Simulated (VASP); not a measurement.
# AlGa3N4 (Pm) in VASP: notebook, part 2 of 2

VASP 6.6.1. The steps go on from the part before.

**5. Single point, PBEsol (strain -0.015 along x and y, +0.000 along z)**

Input file INCAR:

```
  PREC = Accurate
  ENCUT = 520
  EDIFF = 1E-6
  ISMEAR = 0
  SIGMA = 0.05
  LREAL = False
  LASPH = True
  NELM = 60
  ALGO = Normal
  ISIF = 2
  LWAVE = False
  LCHARG = False
  GGA = PS
  NBANDS = 41
```

Input file KPOINTS:

```
regular mesh
0
Gamma
  6 8 6
```

Input file POSCAR:

```
AlGa3N4
1.0
    5.0652159314      0.0000000000      0.0001215027
    0.0000000000      3.1175100286      0.0000000000
   -0.0035319045      0.0000000000      5.4784941377
Al Ga N
1 3 4
Direct
    0.0006034227      0.5000000000      0.6673576245
    0.4991167030      0.5000000000      0.3349195796
    0.4990273845      0.0000000000      0.8315570005
    0.9998617813      0.0000000000      0.1661805284
    0.1196687538      0.5000000000      0.3400974154
    0.1176459792      0.0000000000      0.8263760592
    0.6204436392      0.0000000000      0.1662162869
    0.6312323464      0.5000000000      0.6672965055
```

Potentials or basis: VASP PAW PBE potentials, release 64 (Al, Ga_d, N).

On the command line:

```sh
$ cat potpaw_PBE.64/Al/POTCAR potpaw_PBE.64/Ga_d/POTCAR potpaw_PBE.64/N/POTCAR > POTCAR
$ mpirun -np 1 vasp_std > vasp.out
```

OUTCAR:

```text
PREC = Accurate
   ENCUT = 520
   EDIFF = 1E-6
   ISMEAR = 0
   LREAL = False
   LASPH = True
   NELM = 60
   ISIF = 2
   GGA = PS

 ion  position               nearest neighbor table
   1  0.001  0.500  0.667-   8 1.87   6 1.88   6 1.88   5 1.89   3 3.10   3 3.10   3 3.11   3 3.11
                             2 3.11   2 3.12
   2  0.499  0.500  0.335-   7 1.91   7 1.91   5 1.92   8 1.94   1 3.11   1 3.12
   3  0.499  0.000  0.832-   8 1.92   8 1.92   6 1.93   7 1.93   1 3.10   1 3.10   1 3.11   1 3.11

   4  1.000  0.000  0.166-   7 1.92   5 1.92   5 1.92   6 1.96
   5  0.120  0.500  0.340-   1 1.89   2 1.92   4 1.92   4 1.92
   6  0.118  0.000  0.826-   1 1.88   1 1.88   3 1.93   4 1.96
   7  0.620  0.000  0.166-   2 1.91   2 1.91   4 1.92   3 1.93
   8  0.631  0.500  0.667-   1 1.87   3 1.92   3 1.92   2 1.94

  LATTYP: Found a simple monoclinic cell.
 ALAT       =     5.0652159329
 B/A-ratio  =     0.6154742601
 C/A-ratio  =     1.0815916535
 COS(beta)  =    -0.0006206975

  Lattice vectors:
[... 195 lines left out ...]
 cond. band min:       8.3533528076   @ k =   0.0000   0.0000   0.0000
 fundamental gap:      2.5667145531
 Fermi energy:         5.9941773754

 k-point     1 :       0.0000    0.0000    0.0000
  band No.  band energies     occupation
      1     -10.3171      2.00000
      2      -9.2561      2.00000
      3      -9.0653      2.00000
      4      -8.7519      2.00000
      5      -7.4955      2.00000
      6      -7.4866      2.00000
[... 1045 lines left out ...]
     40      15.9078      0.00000
     41      16.3783      0.00000

 [... further k-points ...]

------------------------ aborting loop because EDIFF is reached ----------------------------------------

  FORCE on cell =-STRESS in cart. coord.  units (eV):
  Direction    XX          YY          ZZ          XY          YZ          ZX
  --------------------------------------------------------------------------------------
  -------------------------------------------------------------------------------------
  Total        4.4263337      4.0992967      1.3265367      0.0000000      0.0000000     -0.0132234
  in kB       81.9761858     75.9194232     24.5676050      0.0000000      0.0000000     -0.2448983
  external PRESSURE =      60.8210713 kB  Pullay stress =       0.0000000 kB

 VOLUME and BASIS-vectors are now :
 -----------------------------------------------------------------------------
  energy-cutoff  :      520.00
  volume of cell :       86.51
      direct lattice vectors                 reciprocal lattice vectors
     5.065215931  0.000000000  0.000121503     0.197424947  0.000000000  0.000127277
     0.000000000  3.117510029  0.000000000     0.000000000  0.320768816  0.000000000
    -0.003531904  0.000000000  5.478494138    -0.000004379  0.000000000  0.182531907

 POSITION                                       TOTAL-FORCE (eV/Angst)
 -----------------------------------------------------------------------------------
      0.00070      1.55876      3.65611         0.109934      0.000000     -0.127625
      2.52695      1.55876      1.83492         0.093006      0.000000      0.145578
      2.52474      0.00000      4.55574         0.078020      0.000000      0.136609
      5.06393      0.00000      0.91054         0.083823      0.000000     -0.141859
      0.60495      1.55876      1.86324        -0.098742      0.000000      0.153475
      0.59298      0.00000      4.52731        -0.074009      0.000000      0.159245
      3.14209      0.00000      0.91069        -0.085969      0.000000     -0.172987
      3.19497      1.55876      3.65586        -0.106063      0.000000     -0.152435
 -----------------------------------------------------------------------------------
    total drift:                                0.000284      0.000000     -0.000850

  FREE ENERGIE OF THE ION-ELECTRON SYSTEM (eV)
  ---------------------------------------------------
  free  energy   TOTEN  =       -54.9628434245 eV

  energy  without entropy=      -54.9628434245  energy(sigma->0) =      -54.96284342
```

OSZICAR:

```text
N       E                     dE             d eps       ncg     rms          rms(c)
DAV:   1     0.634323244091E+03    0.63432E+03   -0.27985E+04  9251   0.262E+03
DAV:   2     0.550432488341E+02   -0.57928E+03   -0.53846E+03  8656   0.650E+02
DAV:   3    -0.551560730624E+02   -0.11020E+03   -0.10703E+03  9349   0.197E+02
DAV:   4    -0.628292966605E+02   -0.76732E+01   -0.76051E+01 11170   0.555E+01
DAV:   5    -0.630280558196E+02   -0.19876E+00   -0.19843E+00  9963   0.879E+00    0.153E+01
DAV:   6    -0.548338028433E+02    0.81943E+01   -0.22424E+01 15210   0.595E+01    0.457E+00
DAV:   7    -0.550565179737E+02   -0.22272E+00   -0.42091E+00  9714   0.114E+01    0.395E+00
DAV:   8    -0.549990189579E+02    0.57499E-01   -0.52710E-01 12542   0.959E+00    0.107E+00
DAV:   9    -0.549616348740E+02    0.37384E-01   -0.14782E-01 13772   0.654E+00    0.416E-01
DAV:  10    -0.549626893474E+02   -0.10545E-02   -0.17669E-02  9781   0.102E+00    0.189E-01
DAV:  11    -0.549628082998E+02   -0.11895E-03   -0.14044E-03 12504   0.841E-01    0.491E-02
DAV:  12    -0.549628284198E+02   -0.20120E-04   -0.29853E-04 12592   0.414E-01    0.182E-02
DAV:  13    -0.549628425565E+02   -0.14137E-04   -0.13012E-04 10719   0.771E-02    0.105E-02
DAV:  14    -0.549628434245E+02   -0.86802E-06   -0.32892E-06  9124   0.362E-02
   1 F= -.54962843E+02 E0= -.54962843E+02  d E =-.322552E-11
```

Wall time 9.8 min (1 thread of Intel Xeon Platinum 8259CL at 2.50GHz (Skylake/Cascade Lake), shared host); peak memory 0.38 GiB.

What came out:

- Free energy: -54.9628 eV
- Pressure: 6.1 GPa
- Largest force: 0.193 eV/Å
- Band gap on the k mesh: 2.57 eV

Forces on the atoms (eV/Å):
```
Al   0.110  0.000 -0.128
Ga   0.093  0.000  0.146
Ga   0.078  0.000  0.137
Ga   0.084  0.000 -0.142
N   -0.099  0.000  0.153
N   -0.074  0.000  0.159
N   -0.086  0.000 -0.173
N   -0.106  0.000 -0.152
```

Stress tensor (GPa, compression positive):
```
 8.20  0.00 -0.02
 0.00  7.59  0.00
-0.02  0.00  2.46
```

Levels at points of the mesh, in eV from the valence-band top:
```csv
k point,band 27,band 28,band 29,band 30,band 31,band 32,band 33,band 34,band 35,band 36
"(0.00, 0.00, 0.00)",-1.17,-0.86,-0.11,-0.09,0.00,2.57,4.74,5.33,5.87,6.60
"(0.50, 0.00, 0.00)",-1.74,-0.84,-0.71,-0.45,-0.38,4.54,4.63,4.73,5.14,7.95
"(0.00, 0.50, 0.00)",-3.62,-2.19,-2.13,-1.95,-1.91,5.58,5.61,7.11,7.22,7.75
"(0.50, 0.50, 0.00)",-3.39,-1.75,-1.51,-1.47,-1.46,5.84,5.99,6.09,6.33,7.98
"(0.00, 0.00, 0.50)",-1.87,-0.84,-0.65,-0.61,-0.31,4.78,4.94,6.33,6.60,7.46
"(0.50, 0.00, 0.50)",-1.96,-1.60,-1.20,-1.16,-1.11,5.47,5.55,5.63,5.94,7.57
"(0.00, 0.50, 0.50)",-2.81,-2.35,-2.26,-1.07,-0.95,4.74,5.12,5.67,5.80,6.11
"(0.50, 0.50, 0.50)",-1.98,-1.92,-1.80,-1.71,-1.68,4.35,4.46,4.53,4.92,7.34
```

Caveat: the cell differs from its parent crystal (strain -0.015 along x and y, +0.000 along z); the cell stands under pressure; the PAW data sets were made with another functional, which shifts forces and pressure a little.

**6. Overview**

```tsv
cell	gap on the mesh (eV)	pressure (GPa)	largest force (eV/Å)
a = 5.219, b = 3.212, c = 5.314 Å, 8 atoms	2.23	0.4	0.58
a = 5.142, b = 3.165, c = 5.561 Å, 8 atoms	2.25	-2.9	0.16
a = 5.142, b = 3.165, c = 5.314 Å, 8 atoms	2.50	6.3	0.44
a = 5.065, b = 3.118, c = 5.478 Å, 8 atoms	2.57	6.1	0.19
```

Alike in all rows: task single point; level PBEsol; potentials or basis VASP PAW PBE potentials, release 64 (Al, Ga_d, N); no spin polarisation; k mesh 6 × 8 × 6; cutoff (eV) 520; smearing gaussian 0.05 eV.

Caveats: the PAW data sets were made with another functional, which shifts forces and pressure a little; the cell stands under pressure (at least some runs).

Absolute energies hang on the potentials; compare differences alone.
